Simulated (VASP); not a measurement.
A run of VASP 6.6.1:

INCAR

```
ALGO = Normal
EDIFF = 1E-6
ENCUT = 520
GGA = PE
ISIF = 2
ISMEAR = -1
LASPH = T
LCHARG = F
LREAL = F
LWAVE = F
NBANDS = 14
NELM = 100
PREC = Accurate
SIGMA = 0.1
```

The input KPOINTS:

```
k-points
0
Gamma
  15 15 15
```

The input POSCAR:

```
Rh
1.0
    2.1399396683      0.0000000000      0.0000000000
    0.0000000000      2.1399396683      0.0000000000
    0.0000000000      0.0000000000      2.1399396683
Rh
1
Direct
    0.0000000000      0.0000000000      0.0000000000
```

Potentials or basis: VASP PAW PBE potentials, release 64 (Rh_pv).

Command:

```sh
$ cat potpaw_PBE.64/Rh_pv/POTCAR > POTCAR
$ mpirun -np 1 vasp_std > vasp.out
```

Hardware: 1 thread of Intel Xeon 8259CL (shared host).

Question: Estimate the wall time of this run.

Answer: Run time: 12 s on 1 thread of Intel Xeon 8259CL, on a shared host, peak memory 0.12 GiB. Counts: scf iterations 11, k points 120.
